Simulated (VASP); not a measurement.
# H3CCl in VASP: further runs, part 2 of 2

VASP 6.6.1. Earlier steps stand in the parts before.

## Step 3: Single point, PBE+D3(BJ)

Contents of INCAR:

```
ALGO = Normal
EDIFF = 1E-6
ENCUT = 520
GGA = PE
ISIF = 2
ISMEAR = -1
IVDW = 12
LASPH = True
LCHARG = False
LREAL = Auto
LWAVE = False
NBANDS = 82
NELM = 80
PREC = Accurate
SIGMA = 0.05
```

Contents of KPOINTS:

```
k-points
0
Gamma
  1 1 1
```

Contents of POSCAR:

```
H3CCl
1.0
    8.3815160000      0.0000000000      0.0000000000
    0.0000000000      8.3815160000      0.0000000000
    0.0000000000      0.0000000000      8.3815160000
C Cl H
8 8 24
Direct
    0.4102002549      0.3386618841      0.7131406777
    0.0872037946      0.1134997535      0.8644975444
    0.7404269108      0.7543623373      0.2679944774
    0.4996948046      0.9171729792      0.7127827472
    0.1265880779      0.0054524742      0.4422350324
    0.0648689330      0.4803426970      0.4375461432
    0.4130756298      0.4721818821      0.2436909981
    0.1415734337      0.6338710085      0.0233609290
    0.5391983980      0.5087504456      0.7002074565
    0.1675114621      0.0479268906      1.0679929502
    0.6640206855      0.9291039950      0.3327560312
    0.6727541891      0.8712624303      0.8587110017
    0.2465783040     -0.1366101312      0.3473595946
    0.0485473034      0.4930969529      0.6751045992
    0.4451939243      0.2891600994      0.3460710449
    0.0725047831      0.4270945733      0.0703691313
    0.4952206737      0.2483918184      0.6838500338
    0.3557828918      0.3216482555      0.8313889755
    0.3327083072      0.3727965203      0.6201861334
    0.0163096986      0.2209385510      0.8764166292
    0.1999757562      0.0967008832      0.7829848443
    0.0034242015      0.0193640387      0.8304822183
    0.6709406747      0.6943612588      0.1671177386
    0.8669314716      0.7624634971      0.2365920437
    0.7401882905      0.6798054194      0.3691217675
    0.5026536965      1.0531984906      0.7198936326
    0.5161834685      0.8753547688      0.5940930018
    0.4182298286      0.8776813168      0.7937466205
    0.1714606284      0.0598817684      0.5452593540
    0.1205748459      0.1072717632      0.3625597088
   -0.0054882673     -0.0345402908      0.4673259587
   -0.0663483790      0.5025105243      0.4236107167
    0.1342477900      0.5672362852      0.3912895949
    0.1026663911      0.3615694345      0.4121808036
    0.2888379620      0.5048728655      0.2401355554
    0.4903408882      0.5591470565      0.2939325058
    0.4742698099      0.4391806924      0.1277692484
    0.1026544601      0.7119237140      0.1135952016
    0.2668371688      0.6596897268      0.0310564342
    0.1452362556      0.6614555171     -0.1137980289
```

Potentials or basis: VASP PAW PBE potentials, release 64 (C, Cl, H).

Run with:

```bash
cat potpaw_PBE.64/C/POTCAR potpaw_PBE.64/Cl/POTCAR potpaw_PBE.64/H/POTCAR > POTCAR
mpirun -np 1 vasp_gam > vasp.out
```

OUTCAR:

```text
EDIFF = 1E-6
   ENCUT = 520
   GGA = PE
   ISIF = 2
   ISMEAR = -1
   IVDW = 12
   LASPH = True
   LREAL = Auto
   NELM = 80
   PREC = Accurate
 IVDW          = 12

 ion  position               nearest neighbor table
   1  0.410  0.339  0.713-  19 1.05  17 1.07  18 1.10   9 1.79
   2  0.087  0.113  0.864-  20 1.08  22 1.09  21 1.17  10 1.91
   3  0.740  0.754  0.268-  25 1.05  24 1.09  23 1.14  11 1.69
   4  0.500  0.917  0.713-  28 1.02  27 1.06  26 1.14  12 1.94
   5  0.127  0.005  0.442-  29 1.05  30 1.08  31 1.18  13 1.75
   6  0.065  0.480  0.438-  33 1.01  34 1.07  32 1.12  14 2.00
   7  0.413  0.472  0.244-  36 1.06  35 1.08  37 1.13  15 1.78
   8  0.142  0.634  0.023-  38 1.05  39 1.07  40 1.17  16 1.87
   9  0.539  0.509  0.700-   1 1.79
  10  0.168  0.048  0.068-   2 1.91
  11  0.664  0.929  0.333-   3 1.69
  12  0.673  0.871  0.859-   4 1.94
  13  0.247  0.863  0.347-   5 1.75
  14  0.049  0.493  0.675-   6 2.00
[... 24 lines left out ...]
  39  0.267  0.660  0.031-   8 1.07
  40  0.145  0.661  0.886-   8 1.17

  LATTYP: Found a simple cubic cell.
 ALAT       =     8.3815160000

  Lattice vectors:

 A1 = (   8.3815160000,   0.0000000000,   0.0000000000)
 A2 = (   0.0000000000,   8.3815160000,   0.0000000000)
 A3 = (   0.0000000000,   0.0000000000,   8.3815160000)

Analysis of symmetry for initial positions (statically):
=====================================================================
 Subroutine PRICEL returns:
 Original cell was already a primitive cell.

 Routine SETGRP: Setting up the symmetry group for a
 simple cubic supercell.

 Subroutine GETGRP returns: Found  1 space group operations
 (whereof  1 operations were pure point group operations)
 out of a pool of 48 trial point group operations.

The static configuration has the point symmetry C_1 .

Analysis of symmetry for dynamics (positions and initial velocities):
=====================================================================
 Subroutine PRICEL returns:
 Original cell was already a primitive cell.

 Routine SETGRP: Setting up the symmetry group for a
 simple cubic supercell.

 Subroutine GETGRP returns: Found  1 space group operations
 (whereof  1 operations were pure point group operations)
 out of a pool of 48 trial point group operations.

The dynamic configuration has the point symmetry C_1 .

 Subroutine INISYM returns: Found  1 space group operations
 (whereof  1 operations are pure point group operations),
 and found     1 'primitive' translations

----------------------------------------------------------------------------------------

                                     Primitive cell

  volume of cell :     588.7999

  direct lattice vectors                    reciprocal lattice vectors
     8.381516000  0.000000000  0.000000000     0.119310158  0.000000000  0.000000000
     0.000000000  8.381516000  0.000000000     0.000000000  0.119310158  0.000000000
     0.000000000  0.000000000  8.381516000     0.000000000  0.000000000  0.119310158

  length of vectors
     8.381516000  8.381516000  8.381516000     0.119310158  0.119310158  0.119310158

  position of ions in fractional coordinates (direct lattice)
     0.410200255  0.338661884  0.713140678
     0.087203795  0.113499754  0.864497544
     0.740426911  0.754362337  0.267994477
     0.499694805  0.917172979  0.712782747
     0.126588078  0.005452474  0.442235032
     0.064868933  0.480342697  0.437546143
[... 32 lines left out ...]
     0.266837169  0.659689727  0.031056434
     0.145236256  0.661455517  0.886201971

  ion indices of the primitive-cell ions
   primitive index   ion index
                 1           1
                 2           2
                 3           3
                 4           4
                 5           5
                 6           6
[... 32 lines left out ...]
                39          39
                40          40

----------------------------------------------------------------------------------------

 KPOINTS: k-points

Automatic generation of k-mesh.
 Grid dimensions read from file:
 generate k-points for:    1    1    1

 Generating k-lattice:

  Cartesian coordinates                     Fractional coordinates (reciprocal lattice)
     0.119310158  0.000000000  0.000000000     1.000000000  0.000000000  0.000000000
     0.000000000  0.119310158  0.000000000     0.000000000  1.000000000  0.000000000
     0.000000000  0.000000000  0.119310158     0.000000000  0.000000000  1.000000000

  Length of vectors
     0.119310158  0.119310158  0.119310158

  Shift w.r.t. Gamma in fractional coordinates (k-lattice)
     0.000000000  0.000000000  0.000000000

 Subroutine IBZKPT returns following result:
 ===========================================

 Found      1 irreducible k-points:

 Following reciprocal coordinates:
            Coordinates               Weight
  0.000000  0.000000  0.000000      1.000000
   k-points           NKPTS =      1   k-points in BZ     NKDIM =      1   number of bands    NBANDS=     82
   number of dos      NEDOS =    301   number of ions     NIONS =     40
   total plane-waves  NPLWV = 262144
   dimension x,y,z NGX =    64 NGY =   64 NGZ =   64
   dimension x,y,z NGXF=   128 NGYF=  128 NGZF=  128
   ions per type =               8   8  24
   NGX,Y,Z   is equivalent  to a cutoff of  12.69, 12.69, 12.69 a.u.
   NGXF,Y,Z  is equivalent  to a cutoff of  25.39, 25.39, 25.39 a.u.
 SYSTEM =  unknown system
   PREC   = accura    normal or accurate (medium, high low for compatibility)
   ISTART =      0    job   : 0-new  1-cont  2-samecut
   ICHARG =      2    charge: 1-file 2-atom 10-const
   ISPIN  =      1    spin polarized calculation?
   LNONCOLLINEAR =      F non collinear calculations
   LSORBIT =      F    spin-orbit coupling
   LASPH  =      T    aspherical Exc in radial PAW
   ENCUT  =  520.0 eV  38.22 Ry    6.18 a.u.  15.58 15.58 15.58*2*pi/ulx,y,z
   NELM   =     80;   NELMIN=  2; NELMDL= -5     # of ELM steps
   EDIFF  = 0.1E-05   stopping-criterion for ELM
   LREAL  =      T    real-space projection
   EDIFFG = 0.1E-04   stopping-criterion for IOM
   NSW    =      0    number of steps for IOM
   IBRION =     -1    ionic relax: 0-MD 1-quasi-New 2-CG
   NFREE  =      0    steps in history (QN), initial steepest desc. (CG)
   ISIF   =      2    stress and relaxation
   ISYM   =      2    0-nonsym 1-usesym 2-fastsym
   POTIM  = 0.5000    time-step for ionic-motion
   TEBEG  =    0.0;   TEEND  =   0.0 temperature during run
   PSTRESS=    0.0 pullay stress
   NELECT =     112.0000    total number of electrons
   NUPDOWN=      -1.0000    fix difference up-down
   EMIN   =  10.00;   EMAX   =-10.00  energy-range for DOS
   EFERMI =   0.00;   METHOD = LEGACY
   ISMEAR =    -1;   SIGMA  =   0.05  broadening in eV -4-tet -1-fermi 0-gaus
   EFERMI_NEDOS =   21; number of points for ismear=-14 and -15
   IALGO  =     38    algorithm
   IMIX   =      4    mixing-type and parameters
     AMIX     =   0.40;   BMIX     =  1.00
     AMIX_MAG =   1.60;   BMIX_MAG =  1.00
  volume/ion in A,a.u.               =      14.72        99.34
  Fermi-wavevector in a.u.,A,eV,Ry     =   0.941510  1.779196 12.060763  0.886441
  Thomas-Fermi vector in A             =   2.069028
   LORBIT       =      0    0 simple, 1 ext, 2 COOP (PROOUT), +10 PAW based schemes
   GGA     = PE    functional components
   LHFCALC =     F    Hartree Fock is set to
   AEXX    =    0.0000 exact exchange contribution
   IVDW    =    12    specifies the selected vdW correction
   LEPSILON=     F    determine dielectric tensor
   LRPA    =     F    only Hartree local field effects (RPA)
 non-spin polarized calculation
  energy-cutoff  :      520.00
  volume of cell :      588.80
 maximum number of plane-waves:      7896
 NGX is ok and might be reduce to    64
   NGX = 31   NGY = 31   NGZ = 31

 number of electron     112.0000003 magnetization

 Free energy of the ion-electron system (eV)
  ---------------------------------------------------
  ext. energy  EPLUGINS =         0.00000000
  ---------------------------------------------------
  free energy    TOTEN  =      -175.65112669 eV

  energy without entropy =     -175.65112669  energy(sigma->0) =     -175.65112669

 E-fermi :  -1.3190     XC(G=0):  -6.6593

 val. band max:       -2.5347290571   @ k =   0.0000   0.0000   0.0000
 cond. band min:       2.3083902854   @ k =   0.0000   0.0000   0.0000
 fundamental gap:      4.8431193424
 Fermi energy:        -1.3190069138

 k-point     1 :       0.0000    0.0000    0.0000
  band No.  band energies     occupation
      1     -17.9556      2.00000
      2     -17.8245      2.00000
      3     -17.4379      2.00000
      4     -17.1999      2.00000
      5     -17.1221      2.00000
      6     -16.5930      2.00000
[... 60 lines left out ...]
     67       4.7628      0.00000
     68       4.9513      0.00000
 [bands above 68 left out]

------------------------ aborting loop because EDIFF is reached ----------------------------------------

 Edisp (eV)   -2.25856

 E8    (eV) :    -0.6034

  FORCE on cell =-STRESS in cart. coord.  units (eV):
  Direction    XX          YY          ZZ          XY          YZ          ZX
  --------------------------------------------------------------------------------------
  -------------------------------------------------------------------------------------
  Total       1.28603     8.25525    -1.14591     0.16633     1.32865     2.56007
  in kB       3.49941    22.46329    -3.11812     0.45260     3.61538     6.96618
  external pressure =        7.61 kB  Pullay stress =        0.00 kB

 VOLUME and BASIS-vectors are now :
 -----------------------------------------------------------------------------
  energy-cutoff  :      520.00
  volume of cell :      588.80
      direct lattice vectors                 reciprocal lattice vectors
     8.381516000  0.000000000  0.000000000     0.119310158  0.000000000  0.000000000
     0.000000000  8.381516000  0.000000000     0.000000000  0.119310158  0.000000000
     0.000000000  0.000000000  8.381516000     0.000000000  0.000000000  0.119310158

 POSITION                                       TOTAL-FORCE (eV/Angst)
 -----------------------------------------------------------------------------------
      3.43810      2.83850      5.97720         0.985587      1.017218      0.901593
      0.73090      0.95130      7.24580         1.614311     -2.274768      0.102004
      6.20590      6.32270      2.24620         0.448687     -1.834802     -1.800300
      4.18820      7.68730      5.97420         3.188480      3.036171      1.437336
      1.06100      0.04570      3.70660        -3.096995      0.005206     -0.914924
      0.54370      4.02600      3.66730        -4.087383     -1.523847      3.194427
[... 32 lines left out ...]
      2.23650      5.52920      0.26030         1.460636     -1.224543      0.791527
      1.21730      5.54400      7.42772        -1.621568     -0.302125      1.986713
 -----------------------------------------------------------------------------------
    total drift:                                0.005278      0.019124      0.007279

  FREE ENERGIE OF THE ION-ELECTRON SYSTEM (eV)
  ---------------------------------------------------
  free  energy   TOTEN  =      -177.9096818225 eV

  energy  without entropy=     -177.9096818224  energy(sigma->0) =     -177.90968182
```

Wall time 2 min (1 thread of Intel Xeon 8259CL, shared host); peak memory 0.52 GiB.

Results:

```yaml
Free_energy: -177.9097 eV
Pressure: 0.8 GPa
Largest_force: 5.407 eV/Å
Band_gap_on_the_k_mesh: 4.84 eV
Dispersion_energy_per_atom: -0.056 eV
```

Forces on the atoms (eV/Å):
```
C    0.986  1.017  0.902
C    1.614 -2.275  0.102
C    0.449 -1.835 -1.800
C    3.188  3.036  1.437
C   -3.097  0.005 -0.915
C   -4.087 -1.524  3.194
C    1.750 -1.430 -1.482
C    0.818 -0.630 -2.802
Cl   0.341  0.679  0.683
Cl  -0.852  0.697 -1.962
Cl  -0.681  2.036  0.123
Cl  -0.383  0.206 -1.249
Cl   0.308 -0.469  0.888
Cl   0.426 -0.096 -1.847
Cl  -0.241 -0.269  0.284
Cl   0.628  1.818 -0.500
H   -0.005 -0.982 -0.309
H    0.145  0.326 -0.168
H   -1.284 -0.684 -0.643
H    0.722  0.497 -0.208
H   -1.830  1.023  1.133
H    0.014 -0.288  0.090
H    0.667  0.871  0.864
H    0.003  0.359 -0.397
H   -0.183 -1.335  1.118
H   -0.156 -1.444 -0.394
H    0.139 -0.793 -0.576
H   -2.755 -1.285  0.952
H    1.137 -0.037  1.756
H   -0.258  0.128 -0.608
H    1.946  0.174 -0.468
H    1.039 -0.366 -0.590
H    1.978  2.611 -0.691
H    0.169 -0.752 -0.053
H    0.026 -0.143 -0.182
H    0.303  0.867  0.826
H   -1.218  0.740  0.309
H   -1.603  1.070  0.404
H    1.461 -1.225  0.792
H   -1.622 -0.302  1.987
```

Caveat: the k points lie up to 0.75 Å⁻¹ apart; the atoms stand as in a frame of molecular dynamics.

## Step 4: Single point, PBE+D3(BJ)

Contents of INCAR:

```
PREC = Accurate ; ENCUT = 520
EDIFF = 1E-6 ; ISMEAR = -1
SIGMA = 0.05 ; LREAL = Auto
LASPH = T ; NELM = 60
ALGO = Normal ; ISIF = 2
LWAVE = F ; LCHARG = T
GGA = PE ; IVDW = 12
LELF = T ; LVHAR = T
NBANDS = 82
```

Contents of KPOINTS:

```
Automatic mesh
0
Gamma
  1 1 1
```

Contents of POSCAR:

```
H3CCl
1.0
    8.3815160000      0.0000000000      0.0000000000
    0.0000000000      8.3815160000      0.0000000000
    0.0000000000      0.0000000000      8.3815160000
C Cl H
8 8 24
Direct
    0.4266531258      0.3336031334      0.7111362670
    0.0465548237      0.0727672655      0.8412082015
    0.7640383911      0.7033930377      0.2763342574
    0.5541240988      0.9124244349      0.6969741512
    0.0951379202      0.0233967220      0.4142329383
    0.0126588078      0.4915936449      0.4703683677
    0.4168696928      0.4709291255      0.1755529668
    0.0785180151      0.6443225784     -0.0203781750
    0.5295581372      0.5264680041      0.6583057289
    0.1755291048      0.0658353453      1.0233470890
    0.6925000203      0.9292590982      0.2696290265
    0.6614435861      0.9101933350      0.8623618925
    0.2355301833     -0.1580978906      0.3765667213
    0.0556581888      0.4143522484      0.6679459897
    0.4432014447      0.2713709548      0.2806055611
    0.0434766217      0.4540467381      0.0454213772
    0.5049325206      0.2355421143      0.7706481739
    0.3061260039      0.3261820415      0.7641934944
    0.4023138535      0.2809396295      0.5994261659
   -0.0549184658      0.1385906798      0.8659889213
    0.1385787488      0.1240944956      0.7471082797
    0.0191850734     -0.0480581317      0.8089825277
    0.7771863706      0.7056957238      0.1369799926
    0.8606318952      0.7130332985      0.3738464497
    0.6627321358      0.6303871519      0.3216840486
    0.5678447670      1.0239913639      0.6199594441
    0.5865764618      0.8159860340      0.6014544386
    0.4369257304      0.8797453826      0.7264079672
    0.1776170325      0.1308116575      0.3996890300
    0.0126110837      0.0116446714      0.3115068921
    0.0429277949      0.0371054592      0.5506402422
   -0.0963071597      0.4220000296      0.4484868847
    0.0183260403      0.6162011741      0.4722892613
    0.1151104406      0.4468523355      0.3967540001
    0.3620824681      0.5724740011      0.2368545261
    0.5378501932      0.4856162059      0.1255620105
    0.3349155451      0.4256270584      0.0908785475
    0.1672489798      0.6818336921      0.0707867169
    0.0793531862      0.6559314568     -0.1433392241
   -0.0376900790      0.7206452866     -0.0188748670
```

Run with:

```bash
cat potpaw_PBE.64/C/POTCAR potpaw_PBE.64/Cl/POTCAR potpaw_PBE.64/H/POTCAR > POTCAR
mpirun -np 1 vasp_gam > vasp.out
```

It took 2.2 min on 1 thread of Intel Xeon 8259CL, shared host; peak memory 0.54 GiB.

The run converged. Its results:

```
Free energy                : -177.5204 eV
Pressure                   : -1.3 GPa
Largest force              : 5.117 eV/Å
Band gap on the k mesh     : 4.59 eV
Dispersion energy per atom : -0.055 eV
```

Forces in eV/Å, atoms in the order of the input:
```
C    1.334 -1.487  0.710
C    4.566 -0.367 -0.724
C   -0.558  2.444 -0.549
C    0.184 -0.359 -5.101
C    1.005  0.523  1.289
C    1.263 -3.315  0.138
C    1.161 -1.716  0.181
C   -2.094  2.255  2.474
Cl  -1.081 -1.679  1.012
Cl  -0.925 -0.116 -0.822
Cl   0.045 -1.364  0.474
Cl   1.929  0.078  2.447
Cl  -1.084  1.421  0.887
Cl  -0.310  0.511  0.010
Cl  -0.157  1.429  0.177
Cl  -0.878 -1.852  0.072
H   -0.401  1.953 -0.332
H    0.676  1.353  0.540
H    0.005 -0.290 -1.685
H   -1.555  1.413  0.292
H   -1.935 -0.598  1.394
H   -0.175 -0.668 -0.005
H    0.616 -0.962  2.462
H   -0.888 -0.295 -2.113
H    0.402  0.458 -0.356
H   -0.399 -0.689  1.081
H    0.069  0.936  1.357
H   -1.828  0.169  0.154
H   -0.740 -1.114 -0.103
H   -0.034  0.184  0.794
H    0.872 -0.992 -2.884
H   -0.048  0.907 -0.682
H   -0.340  1.538  0.136
H   -0.794  0.262  0.134
H    0.430 -0.334  0.704
H   -0.561  0.471  0.132
H   -0.600  0.086 -1.240
H   -0.141  0.948 -1.388
H    1.894 -0.431 -2.339
H    1.072 -0.712  1.271
```

Stress tensor (GPa, compression positive):
```
-0.58  0.05  1.08
 0.05 -2.16  0.80
 1.08  0.80 -1.02
```

Levels at points of the mesh, in eV from the valence-band top:
```tsv
k point	band 53	band 54	band 55	band 56	band 57	band 58	band 59	band 60
(0.00, 0.00, 0.00)	-0.29	-0.22	-0.09	0.00	4.59	4.82	5.14	5.25
```

Caveat: the k points lie up to 0.75 Å⁻¹ apart; the atoms stand as in a frame of molecular dynamics.

## Step 5: Overview

| cell | gap on the mesh (eV) | pressure (GPa) | largest force (eV/Å) |
| --- | --- | --- | --- |
| as given, atomic positions A | 4.75 | -0.2 | 6.33 |
| as given, atomic positions B | 4.84 | 0.8 | 5.41 |
| as given, atomic positions C | 4.59 | -1.3 | 5.12 |

Alike in all rows: task single point; level PBE+D3(BJ); potentials or basis VASP PAW PBE potentials, release 64 (C, Cl, H); no spin polarisation; k mesh 1 × 1 × 1; cutoff (eV) 520; smearing fermi-dirac 0.05 eV.

Caveats: all runs use coarse meshes; the atoms stand as in a frame of molecular dynamics.

Total energies depend on the potentials used, so only differences within one code and one set of settings carry meaning.
